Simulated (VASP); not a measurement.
# TaN (rocksalt type) (Fm-3m) in VASP: notebook

The runs below take TaN (rocksalt type) through single point, with PBE.

All numbers are computed with VASP 6.6.1; they aren't measurements. Logs are shortened: lines on timing, memory, paths and dates and some standing lists are left out, and cuts for length are marked.

### Step 1. The cell of the first run

The structure is cubic, space group Fm-3m (No. 225). The conventional cell has a = 3.918 Å, b = 3.918 Å, c = 3.918 Å, α = 90.00°, β = 90.00°, γ = 90.00°. Within 2.6 Å of Ta (site symmetry m-3m) lie 6 N at 1.96 Å. N (site symmetry m-3m) has 6 Ta at 1.96 Å within 2.6 Å.

### Step 2. Single point, PBE

INCAR reads:

```
SYSTEM = TaN
PREC = Accurate
ENCUT = 520
EDIFF = 1E-7
ISMEAR = -1
SIGMA = 0.1
LREAL = .FALSE.
LASPH = .TRUE.
NELM = 60
ALGO = Normal
ISIF = 2
LWAVE = .FALSE.
LCHARG = .TRUE.
GGA = PE
LELF = .TRUE.
LVHAR = .TRUE.
NBANDS = 15
```

KPOINTS reads:

```
regular mesh
0
G
  17 17 17
  0 0 0
```

POSCAR reads:

```
TaN
1.0
    0.0000000000      1.9588730615      1.9588730615
    1.9588730615      0.0000000000      1.9588730615
    1.9588730615      1.9588730615      0.0000000000
Ta N
1 1
Direct
    0.0000000000      0.0000000000      0.0000000000
    0.5000000000      0.5000000000      0.5000000000
```

Potentials or basis: VASP PAW PBE potentials, release 64 (Ta_pv, N).

On the command line:

```bash
cat potpaw_PBE.64/Ta_pv/POTCAR potpaw_PBE.64/N/POTCAR > POTCAR
mpirun -np 1 vasp_std > vasp.out
```

OUTCAR:

```text
SYSTEM = TaN
   PREC = Accurate
   ENCUT = 520
   EDIFF = 1E-7
   ISMEAR = -1
   LREAL = .FALSE.
   LASPH = .TRUE.
   NELM = 60
   ISIF = 2
   GGA = PE

 ion  position               nearest neighbor table
   1  0.000  0.000  0.000-   2 1.96   2 1.96   2 1.96   2 1.96   2 1.96   2 1.96
   2  0.500  0.500  0.500-   1 1.96   1 1.96   1 1.96   1 1.96   1 1.96   1 1.96

  LATTYP: Found a face centered cubic cell.
 ALAT       =     3.9177461230

  Lattice vectors:

 A1 = (   0.0000000000,   1.9588730615,   1.9588730615)
 A2 = (   1.9588730615,   0.0000000000,   1.9588730615)
 A3 = (   1.9588730615,   1.9588730615,   0.0000000000)

Analysis of symmetry for initial positions (statically):
=====================================================================
 Subroutine PRICEL returns:
 Original cell was already a primitive cell.

 Routine SETGRP: Setting up the symmetry group for a
 face centered cubic supercell.

 Subroutine GETGRP returns: Found 48 space group operations
 (whereof 48 operations were pure point group operations)
 out of a pool of 48 trial point group operations.

The static configuration has the point symmetry O_h .

Analysis of symmetry for dynamics (positions and initial velocities):
=====================================================================
 Subroutine PRICEL returns:
 Original cell was already a primitive cell.

 Routine SETGRP: Setting up the symmetry group for a
 face centered cubic supercell.

 Subroutine GETGRP returns: Found 48 space group operations
 (whereof 48 operations were pure point group operations)
 out of a pool of 48 trial point group operations.

The dynamic configuration has the point symmetry O_h .

 Subroutine INISYM returns: Found 48 space group operations
 (whereof 48 operations are pure point group operations),
 and found     1 'primitive' translations

----------------------------------------------------------------------------------------

                                     Primitive cell

  volume of cell :      15.0331

  direct lattice vectors                    reciprocal lattice vectors
     0.000000000  1.958873062  1.958873062    -0.255248801  0.255248801  0.255248801
     1.958873062  0.000000000  1.958873062     0.255248801 -0.255248801  0.255248801
     1.958873062  1.958873062  0.000000000     0.255248801  0.255248801 -0.255248801

  length of vectors
     2.770264851  2.770264851  2.770264851     0.442103892  0.442103892  0.442103892

  position of ions in fractional coordinates (direct lattice)
     0.000000000  0.000000000  0.000000000
     0.500000000  0.500000000  0.500000000

  ion indices of the primitive-cell ions
   primitive index   ion index
                 1           1
                 2           2

----------------------------------------------------------------------------------------

 KPOINTS: regular mesh

Automatic generation of k-mesh.
 Grid dimensions read from file:
 generate k-points for:   17   17   17

 Generating k-lattice:

  Cartesian coordinates                     Fractional coordinates (reciprocal lattice)
    -0.015014635  0.015014635  0.015014635     0.058823529  0.000000000  0.000000000
     0.015014635 -0.015014635  0.015014635     0.000000000  0.058823529  0.000000000
     0.015014635  0.015014635 -0.015014635     0.000000000  0.000000000  0.058823529

  Length of vectors
     0.026006111  0.026006111  0.026006111

  Shift w.r.t. Gamma in fractional coordinates (k-lattice)
     0.000000000  0.000000000  0.000000000

 Subroutine IBZKPT returns following result:
 ===========================================

 Found    165 irreducible k-points:

 Following reciprocal coordinates:
            Coordinates               Weight
  0.000000  0.000000  0.000000      1.000000
  0.058824  0.000000  0.000000      8.000000
  0.117647  0.000000  0.000000      8.000000
  0.176471  0.000000  0.000000      8.000000
  0.235294  0.000000  0.000000      8.000000
  0.294118  0.000000  0.000000      8.000000
[... 16 lines left out ...]
 -0.176471  0.058824  0.000000     24.000000
 -0.117647  0.058824  0.000000     24.000000
 [... further k-points ...]
   k-points           NKPTS =    165   k-points in BZ     NKDIM =    165   number of bands    NBANDS=     15
   number of dos      NEDOS =    301   number of ions     NIONS =      2
   total plane-waves  NPLWV =  13824
   dimension x,y,z NGX =    24 NGY =   24 NGZ =   24
   dimension x,y,z NGXF=    48 NGYF=   48 NGZF=   48
   ions per type =               1   1
   NGX,Y,Z   is equivalent  to a cutoff of  14.40, 14.40, 14.40 a.u.
   NGXF,Y,Z  is equivalent  to a cutoff of  28.81, 28.81, 28.81 a.u.
 SYSTEM =  TaN
   PREC   = accura    normal or accurate (medium, high low for compatibility)
   ISTART =      0    job   : 0-new  1-cont  2-samecut
   ICHARG =      2    charge: 1-file 2-atom 10-const
   ISPIN  =      1    spin polarized calculation?
   LNONCOLLINEAR =      F non collinear calculations
   LSORBIT =      F    spin-orbit coupling
   LASPH  =      T    aspherical Exc in radial PAW
   ENCUT  =  520.0 eV  38.22 Ry    6.18 a.u.   5.15  5.15  5.15*2*pi/ulx,y,z
   NELM   =     60;   NELMIN=  2; NELMDL= -5     # of ELM steps
   EDIFF  = 0.1E-06   stopping-criterion for ELM
   LREAL  =      F    real-space projection
   EDIFFG = 0.1E-05   stopping-criterion for IOM
   NSW    =      0    number of steps for IOM
   IBRION =     -1    ionic relax: 0-MD 1-quasi-New 2-CG
   NFREE  =      0    steps in history (QN), initial steepest desc. (CG)
   ISIF   =      2    stress and relaxation
   ISYM   =      2    0-nonsym 1-usesym 2-fastsym
   POTIM  = 0.5000    time-step for ionic-motion
   TEBEG  =    0.0;   TEEND  =   0.0 temperature during run
   PSTRESS=    0.0 pullay stress
   NELECT =      16.0000    total number of electrons
   NUPDOWN=      -1.0000    fix difference up-down
   EMIN   =  10.00;   EMAX   =-10.00  energy-range for DOS
   EFERMI =   0.00;   METHOD = LEGACY
   ISMEAR =    -1;   SIGMA  =   0.10  broadening in eV -4-tet -1-fermi 0-gaus
   EFERMI_NEDOS =   21; number of points for ismear=-14 and -15
   IALGO  =     38    algorithm
   IMIX   =      4    mixing-type and parameters
     AMIX     =   0.40;   BMIX     =  1.00
     AMIX_MAG =   1.60;   BMIX_MAG =  1.00
  volume/ion in A,a.u.               =       7.52        50.72
  Fermi-wavevector in a.u.,A,eV,Ry     =   1.671470  3.158620 38.012110  2.793811
  Thomas-Fermi vector in A             =   2.756787
   LORBIT       =      0    0 simple, 1 ext, 2 COOP (PROOUT), +10 PAW based schemes
   GGA     = PE    functional components
   LHFCALC =     F    Hartree Fock is set to
   AEXX    =    0.0000 exact exchange contribution
   IVDW    =     0    specifies the selected vdW correction
   LEPSILON=     F    determine dielectric tensor
   LRPA    =     F    only Hartree local field effects (RPA)
 non-spin polarized calculation
  energy-cutoff  :      520.00
  volume of cell :       15.03
 maximum number of plane-waves:       419
 NGX is ok and might be reduce to    24
   NGX = 11   NGY = 11   NGZ = 11

 number of electron      16.0000000 magnetization

 Free energy of the ion-electron system (eV)
  ---------------------------------------------------
  ext. energy  EPLUGINS =         0.00000000
  ---------------------------------------------------
  free energy    TOTEN  =       -17.89930446 eV

  energy without entropy =      -17.88382388  energy(sigma->0) =      -17.89156417

 E-fermi :  13.8322     XC(G=0): -15.4616

 val. band max:       13.7973782688   @ k =  -0.2941   0.2353   0.0588
 cond. band min:      13.9044010198   @ k =  -0.2941   0.0588   0.0000
 fundamental gap:      0.1070227510
 Fermi energy:        13.8322255652

 k-point     1 :       0.0000    0.0000    0.0000
  band No.  band energies     occupation
      1     -21.1792      2.00000
      2     -21.1792      2.00000
      3     -21.1792      2.00000
      4      -7.7995      2.00000
      5       9.1065      2.00000
      6       9.1065      2.00000
      7       9.1065      2.00000
      8      10.5649      2.00000
      9      10.5649      2.00000
     10      10.5649      2.00000
     11      14.0191      0.26745
     12      14.0191      0.26745
     13      19.0865      0.00000
     14      23.3691      0.00000
     15      27.0952      0.00000

 k-point     2 :       0.0588    0.0000    0.0000
  band No.  band energies     occupation
      1     -21.3009      2.00000
      2     -21.1870      2.00000
      3     -21.1870      2.00000
      4      -7.6192      2.00000
      5       8.4535      2.00000
      6       8.5839      2.00000
      7       8.5839      2.00000
      8      10.7984      2.00000
      9      10.7984      2.00000
     10      10.9688      2.00000
     11      14.5974      0.00095
     12      14.5974      0.00095
     13      19.3217      0.00000
     14      23.7750      0.00000
     15      27.0951      0.00000

 k-point     3 :       0.1176    0.0000    0.0000
  band No.  band energies     occupation
      1     -21.6354      2.00000
      2     -21.2093      2.00000
      3     -21.2093      2.00000
      4      -7.1128      2.00000
      5       7.2475      2.00000
      6       7.5608      2.00000
      7       7.5608      2.00000
      8      11.3016      2.00000
      9      11.3017      2.00000
     10      11.5311      2.00000
     11      15.9730      0.00000
     12      15.9730      0.00000
     13      19.9544      0.00000
     14      24.9258      0.00000
     15      27.0949      0.00000

 k-point     4 :       0.1765    0.0000    0.0000
  band No.  band energies     occupation
      1     -22.1073      2.00000
      2     -21.2427      2.00000
      3     -21.2427      2.00000
      4      -6.3635      2.00000
      5       5.9238      2.00000
      6       6.4893      2.00000
      7       6.4893      2.00000
      8      12.0235      2.00000
      9      12.0235      2.00000
     10      12.0553      2.00000
     11      17.7076      0.00000
     12      17.7076      0.00000
     13      20.7985      0.00000
     14      26.6339      0.00000
     15      27.0948      0.00000
[... 307 lines left out ...]
 k-point    22 :      -0.2353    0.0588    0.0000
  band No.  band energies     occupation
      1     -22.8046      2.00000
      2     -21.4152      2.00000
      3     -21.2530      2.00000
      4      -5.0848      2.00000
      5       3.9424      2.00000
      6       4.9184      2.00000
      7       5.7225      2.00000
      8      12.6442      1.99999
      9      12.8005      1.99993
     10      14.4591      0.00378
     11      19.0359      0.00000
     12      21.2615      0.00000
     13      22.0740      0.00000
     14      27.0899      0.00000
     15      29.4012      0.00000

 k-point    23 :      -0.1765    0.0588    0.0000
  band No.  band energies     occupation
      1     -22.3012      2.00000
      2     -21.3641      2.00000
      3     -21.2146      2.00000
      4      -5.9746      2.00000
      5       5.1652      2.00000
      6       5.7600      2.00000
      7       6.5979      2.00000
      8      11.8782      2.00000
      9      12.0847      2.00000
     10      13.3836      1.97773
     11      17.2897      0.00000
     12      19.3813      0.00000
     13      21.3512      0.00000
     14      27.0925      0.00000
     15      27.5376      0.00000

 k-point    24 :      -0.1176    0.0588    0.0000
  band No.  band energies     occupation
      1     -21.8268      2.00000
      2     -21.3072      2.00000
      3     -21.1886      2.00000
      4      -6.7558      2.00000
      5       6.4272      2.00000
      6       6.7448      2.00000
      7       7.4972      2.00000
      8      11.1924      2.00000
      9      11.6537      2.00000
     10      12.4406      2.00000
     11      15.7699      0.00000
     12      17.5443      0.00000
     13      20.4696      0.00000
     14      25.7491      0.00000
     15      27.0946      0.00000

 [... further k-points ...]
[... 5 lines left out ...]
  --------------------------------------------------------------------------------------
  -------------------------------------------------------------------------------------
  Total       24.9353583     24.9353583     24.9353583      0.0000000      0.0000000      0.0000000
  in kB     2657.5247511   2657.5247511   2657.5247511      0.0000000      0.0000000      0.0000000
  external PRESSURE =    2657.5247511 kB  Pullay stress =       0.0000000 kB

 VOLUME and BASIS-vectors are now :
 -----------------------------------------------------------------------------
  energy-cutoff  :      520.00
  volume of cell :       15.03
      direct lattice vectors                 reciprocal lattice vectors
     0.000000000  1.958873062  1.958873062    -0.255248801  0.255248801  0.255248801
     1.958873062  0.000000000  1.958873062     0.255248801 -0.255248801  0.255248801
     1.958873062  1.958873062  0.000000000     0.255248801  0.255248801 -0.255248801

 POSITION                                       TOTAL-FORCE (eV/Angst)
 -----------------------------------------------------------------------------------
      0.00000      0.00000      0.00000         0.000000      0.000000      0.000000
      1.95887      1.95887      1.95887         0.000000     -0.000000      0.000000
 -----------------------------------------------------------------------------------
    total drift:                                0.000000     -0.000000     -0.000000

  FREE ENERGIE OF THE ION-ELECTRON SYSTEM (eV)
  ---------------------------------------------------
  free  energy   TOTEN  =       -17.8993044629 eV

  energy  without entropy=      -17.8838238767  energy(sigma->0) =      -17.89156417
```

It took 21 s on 1 thread of Intel Xeon Platinum 8488C (Sapphire Rapids), shared host; peak memory 0.17 GiB.

Results:

| Quantity | Value |
| --- | --- |
| Free energy | -17.8993 eV |
| Pressure | 265.8 GPa |
| Band gap on the k mesh | zero (band 8 reaches 16.94 eV, above the bottom of band 9 at 10.56 eV) |

Caveat: spin-orbit coupling is left out, which moves the levels of the heavy elements.

### Step 3. Single point, PBE

This run uses another cell than the first one, of 7.50 Å³/atom, 0.997 times its volume.

INCAR reads:

```
ALGO = Normal
EDIFF = 1E-6
ENCUT = 520
GGA = PE
ISIF = 2
ISMEAR = -1
LASPH = True
LCHARG = True
LELF = True
LREAL = False
LVHAR = True
LWAVE = False
NBANDS = 15
NELM = 80
PREC = Accurate
SIGMA = 0.1
```

KPOINTS reads:

```
k-points
0
Gamma
  17 17 17
```

POSCAR reads:

```
TaN
1.0
    0.0000000000      1.9572049736      1.9572049736
    1.9572049736      0.0000000000      1.9572049736
    1.9572049736      1.9572049736      0.0000000000
Ta N
1 1
Direct
    0.0000000000      0.0000000000      0.0000000000
    0.5000000000      0.5000000000      0.5000000000
```

Potentials or basis: VASP PAW PBE potentials, release 64 (Ta_pv, N).

On the command line:

```bash
cat potpaw_PBE.64/Ta_pv/POTCAR potpaw_PBE.64/N/POTCAR > POTCAR
mpirun -np 1 vasp_std > vasp.out
```

It took 19 s on 1 thread of Intel Xeon Platinum 8488C (Sapphire Rapids), shared host; peak memory 0.17 GiB.

It converged, with:

* Free energy: -17.8352 eV
* Pressure: 269.1 GPa
* Band gap on the k mesh: zero (band 8 reaches 16.99 eV, above the bottom of band 9 at 10.59 eV)

Levels at points of the mesh, in eV from the Fermi level:
| k point | band 6 | band 7 | band 8 | band 9 | band 10 | band 11 |
| --- | --- | --- | --- | --- | --- | --- |
| (0.00, 0.00, 0.00) | -4.73 | -4.73 | -3.28 | -3.28 | -3.28 | 0.19 |

Caveat: spin-orbit coupling is left out, which moves the levels of the heavy elements.
